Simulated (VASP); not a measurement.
Input of a VASP 6.6.1 run:

File INCAR:

```
SYSTEM = MoS2
PREC = Accurate
ENCUT = 520
EDIFF = 1E-6
ISMEAR = -1
SIGMA = 0.05
LREAL = .False.
LASPH = .True.
NELM = 100
ALGO = Normal
ISIF = 2
LWAVE = .False.
LCHARG = .True.
GGA = RE
IVDW = 13
LELF = .True.
LVHAR = .True.
NBANDS = 35
```

The input KPOINTS:

```
regular mesh
0
Gamma
  10 10 2
  0 0 0
```

POSCAR

```
MoS2
1.0
    3.1407403341      0.0000000000      0.0000000000
   -1.5703701670      2.7199609160      0.0000000000
    0.0000000000      0.0000000000     21.1804482867
Mo S
2 4
Direct
    0.3333333333      0.6666666667      0.8606970703
    0.6666666667      0.3333333333      0.1393029297
    0.6666666667      0.3333333333      0.7866360997
    0.3333333333      0.6666666667      0.0653822800
    0.6666666667      0.3333333333      0.9346177200
    0.3333333333      0.6666666667      0.2133639003
```

Potentials or basis: VASP PAW PBE potentials, release 64 (Mo_sv, S).

Command:

```sh
$ cat potpaw_PBE.64/Mo_sv/POTCAR potpaw_PBE.64/S/POTCAR > POTCAR
$ mpirun -np 1 vasp_std > vasp.out
```

**Question.** What does it give for the band gap on the k mesh?

**Answer.** 1.16 eV, indirect (least direct gap 1.99 eV).

**Question.** What does it give for the dispersion energy per atom?

**Answer.** -0.736 eV.

Forces on the atoms (eV/Å):
```
Mo   0.000  0.000 -0.012
Mo   0.000  0.000  0.012
S    0.000  0.000  0.025
S    0.000  0.000  0.035
S    0.000  0.000 -0.035
S    0.000  0.000 -0.025
```

Caveat: the PAW data sets were made with another functional, which shifts forces and pressure a little.
